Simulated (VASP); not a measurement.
Set up this calculation in VASP 6.6.1, as the native input.

```
Task                   : single point
Functional             : PBE
Potentials or basis    : VASP PAW PBE potentials, release 64 (Mn_pv, O)
Cutoff                 : 520 eV
k mesh                 : 10 × 10 × 10
Occupations            : fermi-dirac, width 0.05 eV
Spin                   : collinear spin, ferromagnetic start
Starting moments       : [4.0, 0.0] μB
Dipole correction      : no
Further INCAR settings : ALGO = Normal; EDIFF = 1e-06; NBANDS = 20
```

The structure of MnO lies in POSCAR:

```
MnO
1.0
    0.0000000000      2.2220003300      2.2220003300
    2.2220003300      0.0000000000      2.2220003300
    2.2220003300      2.2220003300      0.0000000000
Mn O
1 1
Direct
    0.0000000000      0.0000000000      0.0000000000
    0.5000000000      0.5000000000      0.5000000000
```

One way to write it, as run:

INCAR

```
SYSTEM = MnO
  PREC = Accurate
  ENCUT = 520
  EDIFF = 1E-6
  ISMEAR = -1
  SIGMA = 0.05
  LREAL = .False.
  LASPH = .True.
  NELM = 150
  ALGO = Normal
  ISIF = 2
  LWAVE = .False.
  LCHARG = .True.
  ISPIN = 2
  MAGMOM = 4 0
  LORBIT = 11
  LMAXMIX = 4
  GGA = PE
  LELF = .True.
  LVHAR = .True.
  NBANDS = 20
```

KPOINTS

```
Automatic mesh
0
Gamma
  10 10 10
  0 0 0
```

Potentials or basis: VASP PAW PBE potentials, release 64 (Mn_pv, O).

Command:

```bash
$ cat potpaw_PBE.64/Mn_pv/POTCAR potpaw_PBE.64/O/POTCAR > POTCAR
$ mpirun -np 1 vasp_std > vasp.out
```

Results of the run:

```json
{"Pressure": "0.6 GPa", "Net moment": "4.79 μB per cell", "Site moments": "Mn +4.34; O +0.20 μB", "Valence electrons inside the program's atomic spheres": "Mn 11.36; O 4.98"}
```

Caveat: a cell with one magnetic atom can't hold antiferromagnetic order, which such compounds often take.

Wall time 15 s on 1 thread of Intel(R) Xeon(R) 6975P-C (Granite Rapids) (shared host), peak memory 0.16 GiB.
